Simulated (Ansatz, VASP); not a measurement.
**Te2Mo in VASP and in Ansatz**

The input INCAR:

```
SYSTEM = Te2Mo
ALGO = Normal
EDIFF = 1E-7
ENCUT = 520
ISIF = 2
ISMEAR = -1
LASPH = .True.
LCHARG = .False.
LREAL = .False.
LWAVE = .False.
NBANDS = 35
NELM = 80
PREC = Accurate
SIGMA = 0.05
```

KPOINTS

```
k-points
0
Gamma
  4 8 1
  0 0 0
```

File POSCAR:

```
Te2Mo
1.0
    6.3616090156      0.0000000000      0.0000000000
    0.0000000000      3.4804030600      0.0000000000
   -0.0857412231      0.0000000000     36.1758904685
Te Mo
4 2
Direct
    0.4292511000      0.7500000000      0.5407035800
    0.5707489000      0.2500000000      0.4592964200
    0.9208478700      0.2500000000      0.5565273200
    0.0791521300      0.7500000000      0.4434726800
    0.1813475600      0.2500000000      0.4974653700
    0.8186524400      0.7500000000      0.5025346300
```

File input.yaml:

```yaml
crystal:
  lattice:
    - [6.3616090156, 0.0, 0.0]
    - [0.0, 3.48040306, 0.0]
    - [-0.0857412231, 0.0, 36.1758904685]
  atoms:
    - { symbol: Te, position: [0.4292511, 0.75, 0.54070358] }
    - { symbol: Te, position: [0.5707489, 0.25, 0.45929642] }
    - { symbol: Te, position: [0.92084787, 0.25, 0.55652732] }
    - { symbol: Te, position: [0.07915213, 0.75, 0.44347268] }
    - { symbol: Mo, position: [0.18134756, 0.25, 0.49746537] }
    - { symbol: Mo, position: [0.81865244, 0.75, 0.50253463] }
kpoints:
  mp_grid: { grid: [4, 8, 1] }
  band_path:
    path:
      - [0.0, 0.0, 0.0]
      - [0.0, 0.0, 0.5]
      - [-0.4997944133, 0.0, 0.5067361864]
      - [-0.5, 0.0, 0.5]
      - [-0.5, 0.5, 0.5]
      - [-0.5002055867, 0.5, 0.4932638136]
      - [-0.5, 0.5, 0.0]
      - [-0.5, 0.0, 0.0]
    npoints: 8
scf:
  occupations: { method: fermi_dirac, width: 0.05 }
hamiltonian:
  xc: lda
  pseudopotentials: { kind: all_electron, lapw: { basis_error: 0.002 } }
output:
  forces: true
  stress: true
  eigenvalues: true
```

Alike in both runs: functional LDA; k mesh 4 × 8 × 1; occupations fermi-dirac, width 0.05 eV; no spin polarisation.

|  | VASP | Ansatz |
| --- | --- | --- |
| version | VASP 6.6.1 | Ansatz 0.2.0 |
| potentials or method | VASP PAW LDA potentials, release 64 (Te, Mo_sv), cutoff 520 eV | all-electron LAPW, scalar-relativistic |
| task | single point | band structure |

```csv
,VASP,Ansatz,Ansatz less VASP
gap on the k mesh at the Fermi level (eV),none,none,-
rms of the force components (eV/Å),0.191,0.209,+0.0188
```

LDA's correlation is that of Perdew and Zunger in VASP and of Perdew and Wang (1992) in Ansatz. Atom by atom the forces differ by 0.020 eV/Å (rms over components). A gap of «none» marks a metal or a gap that the smearing closes. Ansatz ran all-electron here, and VASP with PAW potentials.

Spin-orbit coupling is off throughout.
